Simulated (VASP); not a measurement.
Crystal: LiAgC.

```
Li Ag C
1.0
     3.34708    0.00000    0.00000
     0.00000    3.34708    0.00000
     0.00000    0.00000    4.01052
Li Ag C
1 1 1
Direct
  0.50000 0.50000 0.50000
  0.00000 0.00000 0.00000
  0.00000 0.00000 0.50000
```

```yaml
Program: VASP 6.6.1
Task: relaxation of cell and atoms
Functional: PBE
Potentials_or_basis: VASP PAW PBE potentials, release 64 (Li_sv, Ag, C)
Cutoff: 600 eV
k_mesh: 6 × 6 × 4
Occupations: gaussian, width 0.1 eV
Spin: no spin polarisation
```

At the start: pressure -2.1 GPa; volume 14.98 Å³/atom.

Where does the relaxation end?

Over 9 steps the energy falls by 40.2 meV/atom and the volume is 12.98 Å³/atom (-13.4 %); space group P4/mmm (No. 123, to 0.05 Å).

Step by step:
```csv
step,energy change (eV),largest force (eV/Å),pressure (GPa),volume (Å³)
1,0.0000,0.0000,-2.13,44.93
2,-0.0357,0.0000,-1.85,43.64
3,-0.1092,0.0000,0.31,39.83
4,0.2493,0.0000,14.74,32.52
5,-0.1149,0.0000,0.85,39.18
6,-0.1167,0.0000,1.57,38.45
7,-0.1097,0.0000,-1.40,39.06
8,-0.1201,0.0000,0.41,38.67
9,-0.1207,0.0000,0.12,38.93
```

Final structure:
```yaml
crystal:
  lattice:
    - [3.05808, 0.00000, 0.00000]
    - [0.00000, 3.05808, 0.00000]
    - [0.00000, 0.00000, 4.16281]
  atoms:
    - { symbol: Li, position: [0.50000, 0.50000, 0.50000] }
    - { symbol: Ag, position: [0.00000, 0.00000, 0.00000] }
    - { symbol: C, position: [0.00000, 0.00000, 0.50000] }
```

Caveat: the k points lie up to 0.38 Å⁻¹ apart in the final cell; the cutoff is under 1.25 times the usual one of these potentials, so pressure, stress and relaxed cells hold a basis-set (Pulay) error.
